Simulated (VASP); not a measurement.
# SrO (P6_3mc) in VASP: single point with PBE

Aim: the single point of SrO with PBE.

All numbers are computed with VASP 6.6.1; they aren't measurements. Logs are shortened: lines on timing, memory, paths and dates and some standing lists are left out, and cuts for length are marked.

## 1. The cell of the first run

It takes space group P6_3mc (No. 186, hexagonal). The conventional cell has a = 4.275 Å, b = 4.275 Å, c = 5.156 Å, α = 90.00°, β = 90.00°, γ = 120.00°. Sr (site symmetry 3m) has 5 O at 2.47 to 2.58 Å within 3.3 Å. O (site symmetry 3m) has 5 Sr at 2.47 to 2.58 Å within 3.3 Å.

## 2. Single point, PBE

INCAR reads:

```
SYSTEM = SrO
PREC = Accurate
ENCUT = 520
EDIFF = 1E-6
ISMEAR = 0
SIGMA = 0.05
LREAL = .FALSE.
LASPH = .TRUE.
NELM = 80
ALGO = Normal
ISIF = 2
LWAVE = .FALSE.
LCHARG = .FALSE.
GGA = PE
NBANDS = 24
```

KPOINTS reads:

```
Automatic mesh
0
G
  9 9 6
  0 0 0
```

POSCAR reads:

```
SrO
1.0
    4.2754662656      0.0000000000      0.0000000000
   -2.1377331328      3.7026623990      0.0000000000
    0.0000000000      0.0000000000      5.1555949900
Sr O
2 2
Direct
    0.3333333300      0.6666666700      0.9381277000
    0.6666666700      0.3333333300      0.4381277000
    0.3333333300      0.6666666700      0.4368723000
    0.6666666700      0.3333333300      0.9368723000
```

Potentials or basis: VASP PAW PBE potentials, release 64 (Sr_sv, O).

Launch:

```console
$ cat potpaw_PBE.64/Sr_sv/POTCAR potpaw_PBE.64/O/POTCAR > POTCAR
$ mpirun -np 1 vasp_std > vasp.out
```

OUTCAR:

```text
SYSTEM = SrO
   PREC = Accurate
   ENCUT = 520
   EDIFF = 1E-6
   ISMEAR = 0
   LREAL = .FALSE.
   LASPH = .TRUE.
   NELM = 80
   ISIF = 2
   GGA = PE

 ion  position               nearest neighbor table
   1  0.333  0.667  0.938-   4 2.47   4 2.47   4 2.47   3 2.57   3 2.58   2 3.57   2 3.57   2 3.57
                             2 3.57   2 3.57   2 3.57
   2  0.667  0.333  0.438-   3 2.47   3 2.47   3 2.47   4 2.57   4 2.58   1 3.57   1 3.57   1 3.57
                             1 3.57   1 3.57   1 3.57
   3  0.333  0.667  0.437-   2 2.47   2 2.47   2 2.47   1 2.57   1 2.58
   4  0.667  0.333  0.937-   1 2.47   1 2.47   1 2.47   2 2.57   2 2.58

  LATTYP: Found a hexagonal cell.
 ALAT       =     4.2754662656
 C/A-ratio  =     1.2058556119

  Lattice vectors:

 A1 = (   4.2754662656,   0.0000000000,   0.0000000000)
 A2 = (  -2.1377331328,   3.7026623990,   0.0000000000)
 A3 = (   0.0000000000,   0.0000000000,   5.1555949900)

Analysis of symmetry for initial positions (statically):
=====================================================================
 Subroutine PRICEL returns:
 Original cell was already a primitive cell.

 Routine SETGRP: Setting up the symmetry group for a
 hexagonal supercell.

 Subroutine GETGRP returns: Found 12 space group operations
 (whereof  6 operations were pure point group operations)
 out of a pool of 24 trial point group operations.

The static configuration has the point symmetry C_3v.
 The point group associated with its full space group is C_6v.

Analysis of symmetry for dynamics (positions and initial velocities):
=====================================================================
 Subroutine PRICEL returns:
 Original cell was already a primitive cell.

 Routine SETGRP: Setting up the symmetry group for a
 hexagonal supercell.

 Subroutine GETGRP returns: Found 12 space group operations
 (whereof  6 operations were pure point group operations)
 out of a pool of 24 trial point group operations.

The dynamic configuration has the point symmetry C_3v.
 The point group associated with its full space group is C_6v.

 Subroutine INISYM returns: Found 12 space group operations
 (whereof  6 operations are pure point group operations),
 and found     1 'primitive' translations

----------------------------------------------------------------------------------------

                                     Primitive cell

  volume of cell :      81.6162

  direct lattice vectors                    reciprocal lattice vectors
     4.275466266  0.000000000  0.000000000     0.233892618  0.135037966  0.000000000
    -2.137733133  3.702662399  0.000000000     0.000000000  0.270075932  0.000000000
     0.000000000  0.000000000  5.155594990     0.000000000  0.000000000  0.193964034

  length of vectors
     4.275466266  4.275466266  5.155594990     0.270075932  0.270075932  0.193964034

  position of ions in fractional coordinates (direct lattice)
     0.333333330  0.666666670  0.938127700
     0.666666670  0.333333330  0.438127700
     0.333333330  0.666666670  0.436872300
     0.666666670  0.333333330  0.936872300

  ion indices of the primitive-cell ions
   primitive index   ion index
                 1           1
                 2           2
                 3           3
                 4           4

----------------------------------------------------------------------------------------

 KPOINTS: Automatic mesh

Automatic generation of k-mesh.
 Grid dimensions read from file:
 generate k-points for:    9    9    6

 Generating k-lattice:

  Cartesian coordinates                     Fractional coordinates (reciprocal lattice)
     0.025988069  0.015004218  0.000000000     0.111111111  0.000000000  0.000000000
     0.000000000  0.030008437  0.000000000     0.000000000  0.111111111  0.000000000
     0.000000000  0.000000000  0.032327339     0.000000000  0.000000000  0.166666667

  Length of vectors
     0.030008437  0.030008437  0.032327339

  Shift w.r.t. Gamma in fractional coordinates (k-lattice)
     0.000000000  0.000000000  0.000000000

 Subroutine IBZKPT returns following result:
 ===========================================

 Found     48 irreducible k-points:

 Following reciprocal coordinates:
            Coordinates               Weight
  0.000000  0.000000  0.000000      1.000000
  0.111111  0.000000  0.000000      6.000000
  0.222222  0.000000  0.000000      6.000000
  0.333333  0.000000  0.000000      6.000000
  0.444444  0.000000  0.000000      6.000000
  0.111111  0.111111  0.000000      6.000000
[... 16 lines left out ...]
  0.333333  0.222222  0.166667     24.000000
  0.333333  0.333333  0.166667      4.000000
 [... further k-points ...]
   k-points           NKPTS =     48   k-points in BZ     NKDIM =     48   number of bands    NBANDS=     24
   number of dos      NEDOS =    301   number of ions     NIONS =      4
   total plane-waves  NPLWV =  40960
   dimension x,y,z NGX =    32 NGY =   32 NGZ =   40
   dimension x,y,z NGXF=    64 NGYF=   64 NGZF=   80
   ions per type =               2   2
   NGX,Y,Z   is equivalent  to a cutoff of  12.44, 12.44, 12.90 a.u.
   NGXF,Y,Z  is equivalent  to a cutoff of  24.89, 24.89, 25.80 a.u.
 SYSTEM =  SrO
   PREC   = accura    normal or accurate (medium, high low for compatibility)
   ISTART =      0    job   : 0-new  1-cont  2-samecut
   ICHARG =      2    charge: 1-file 2-atom 10-const
   ISPIN  =      1    spin polarized calculation?
   LNONCOLLINEAR =      F non collinear calculations
   LSORBIT =      F    spin-orbit coupling
   LASPH  =      T    aspherical Exc in radial PAW
   ENCUT  =  520.0 eV  38.22 Ry    6.18 a.u.   7.95  7.95  9.59*2*pi/ulx,y,z
   NELM   =     80;   NELMIN=  2; NELMDL= -5     # of ELM steps
   EDIFF  = 0.1E-05   stopping-criterion for ELM
   LREAL  =      F    real-space projection
   EDIFFG = 0.1E-04   stopping-criterion for IOM
   NSW    =      0    number of steps for IOM
   IBRION =     -1    ionic relax: 0-MD 1-quasi-New 2-CG
   NFREE  =      0    steps in history (QN), initial steepest desc. (CG)
   ISIF   =      2    stress and relaxation
   ISYM   =      2    0-nonsym 1-usesym 2-fastsym
   POTIM  = 0.5000    time-step for ionic-motion
   TEBEG  =    0.0;   TEEND  =   0.0 temperature during run
   PSTRESS=    0.0 pullay stress
   NELECT =      32.0000    total number of electrons
   NUPDOWN=      -1.0000    fix difference up-down
   EMIN   =  10.00;   EMAX   =-10.00  energy-range for DOS
   EFERMI =   0.00;   METHOD = LEGACY
   ISMEAR =     0;   SIGMA  =   0.05  broadening in eV -4-tet -1-fermi 0-gaus
   EFERMI_NEDOS =   21; number of points for ismear=-14 and -15
   IALGO  =     38    algorithm
   IMIX   =      4    mixing-type and parameters
     AMIX     =   0.40;   BMIX     =  1.00
     AMIX_MAG =   1.60;   BMIX_MAG =  1.00
  volume/ion in A,a.u.               =      20.40       137.69
  Fermi-wavevector in a.u.,A,eV,Ry     =   1.198209  2.264287 19.533960  1.435706
  Thomas-Fermi vector in A             =   2.334104
   LORBIT       =      0    0 simple, 1 ext, 2 COOP (PROOUT), +10 PAW based schemes
   GGA     = PE    functional components
   LHFCALC =     F    Hartree Fock is set to
   AEXX    =    0.0000 exact exchange contribution
   IVDW    =     0    specifies the selected vdW correction
   LEPSILON=     F    determine dielectric tensor
   LRPA    =     F    only Hartree local field effects (RPA)
 non-spin polarized calculation
 Gauss-broadening in eV      SIGMA  =   0.05
  energy-cutoff  :      520.00
  volume of cell :       81.62
 maximum number of plane-waves:      2220
 NGX is ok and might be reduce to    32
   NGX = 15   NGY = 15   NGZ = 19

 number of electron      32.0000007 magnetization

 Free energy of the ion-electron system (eV)
  ---------------------------------------------------
  ext. energy  EPLUGINS =         0.00000000
  ---------------------------------------------------
  free energy    TOTEN  =       -23.89887946 eV

  energy without entropy =      -23.89887946  energy(sigma->0) =      -23.89887946

 E-fermi :   0.9847     XC(G=0):  -8.9395

 val. band max:        0.7632483186   @ k =   0.0000   0.0000   0.0000
 cond. band min:       3.3904966548   @ k =   0.0000   0.0000   0.0000
 fundamental gap:      2.6272483363
 Fermi energy:         0.9847449631

 k-point     1 :       0.0000    0.0000    0.0000
  band No.  band energies     occupation
      1     -31.6576      2.00000
      2     -31.4927      2.00000
      3     -14.2720      2.00000
      4     -14.2675      2.00000
      5     -14.1821      2.00000
      6     -13.7949      2.00000
[... 16 lines left out ...]
     23       9.3152      0.00000
     24       9.6427      0.00000

 k-point     2 :       0.1111    0.0000    0.0000
  band No.  band energies     occupation
      1     -31.6511      2.00000
      2     -31.4951      2.00000
      3     -14.5484      2.00000
      4     -14.4870      2.00000
      5     -14.1621      2.00000
      6     -13.8123      2.00000
[... 16 lines left out ...]
     23       9.1511      0.00000
     24       9.2759      0.00000

 k-point     3 :       0.2222    0.0000    0.0000
  band No.  band energies     occupation
      1     -31.6336      2.00000
      2     -31.5023      2.00000
      3     -14.9171      2.00000
      4     -14.8330      2.00000
      5     -14.0932      2.00000
      6     -13.8538      2.00000
[... 16 lines left out ...]
     23       9.1572      0.00000
     24       9.3635      0.00000
[... 514 lines left out ...]
 k-point    23 :       0.3333    0.2222    0.1667
  band No.  band energies     occupation
      1     -31.5723      2.00000
      2     -31.5398      2.00000
      3     -15.4736      2.00000
      4     -15.4335      2.00000
      5     -13.9956      2.00000
      6     -13.7037      2.00000
[... 16 lines left out ...]
     23       9.4401      0.00000
     24       9.9373      0.00000

 k-point    24 :       0.3333    0.3333    0.1667
  band No.  band energies     occupation
      1     -31.5550      2.00000
      2     -31.5550      2.00000
      3     -15.4800      2.00000
      4     -15.4800      2.00000
      5     -14.0294      2.00000
      6     -13.6182      2.00000
[... 16 lines left out ...]
     23       9.2475      0.00000
     24      10.2762      0.00000

 [... further k-points ...]
[... 5 lines left out ...]
  --------------------------------------------------------------------------------------
  -------------------------------------------------------------------------------------
  Total        0.6361304      0.6361304      0.7963491      0.0000000      0.0000000      0.0000000
  in kB       12.4876386     12.4876386     15.6328333      0.0000000      0.0000000      0.0000000
  external PRESSURE =      13.5360368 kB  Pullay stress =       0.0000000 kB

 VOLUME and BASIS-vectors are now :
 -----------------------------------------------------------------------------
  energy-cutoff  :      520.00
  volume of cell :       81.62
      direct lattice vectors                 reciprocal lattice vectors
     4.275466266  0.000000000  0.000000000     0.233892618  0.135037966  0.000000000
    -2.137733133  3.702662399  0.000000000     0.000000000  0.270075932  0.000000000
     0.000000000  0.000000000  5.155594990     0.000000000  0.000000000  0.193964034

 POSITION                                       TOTAL-FORCE (eV/Angst)
 -----------------------------------------------------------------------------------
     -0.00000      2.46844      4.83661        -0.000000      0.000000     -0.014075
      2.13773      1.23422      2.25881         0.000000      0.000000     -0.014075
     -0.00000      2.46844      2.25234         0.000000     -0.000000      0.014075
      2.13773      1.23422      4.83013        -0.000000      0.000000      0.014075
 -----------------------------------------------------------------------------------
    total drift:                               -0.000030      0.000017      0.000360

  FREE ENERGIE OF THE ION-ELECTRON SYSTEM (eV)
  ---------------------------------------------------
  free  energy   TOTEN  =       -23.8988794629 eV

  energy  without entropy=      -23.8988794629  energy(sigma->0) =      -23.89887946
```

Run time: 35 s. Hardware: 1 thread of Intel Xeon 6975P-C (Granite Rapids), shared host; peak memory 0.24 GiB.

Results:

* Free energy: -23.8989 eV
* Pressure: 1.4 GPa
* Largest force: 0.014 eV/Å
* Band gap on the k mesh: 2.63 eV, direct

Forces in eV/Å, atoms in the order of the input:
```
Sr   0.000  0.000 -0.014
Sr   0.000  0.000 -0.014
O    0.000  0.000  0.014
O    0.000  0.000  0.014
```

Levels at points of the mesh, in eV from the valence-band top:
| k point | band 13 | band 14 | band 15 | band 16 | band 17 | band 18 | band 19 | band 20 |
| --- | --- | --- | --- | --- | --- | --- | --- | --- |
| (0.00, 0.00, 0.00) | -0.89 | -0.89 | -0.34 | 0.00 | 2.63 | 6.11 | 6.11 | 7.11 |
| (0.00, 0.00, 0.50) | -1.09 | -1.09 | -1.09 | -1.09 | 4.32 | 4.32 | 7.84 | 7.84 |

A k mesh can miss the band edges. PBE gaps usually lie below the measured ones, often by a third to a half.
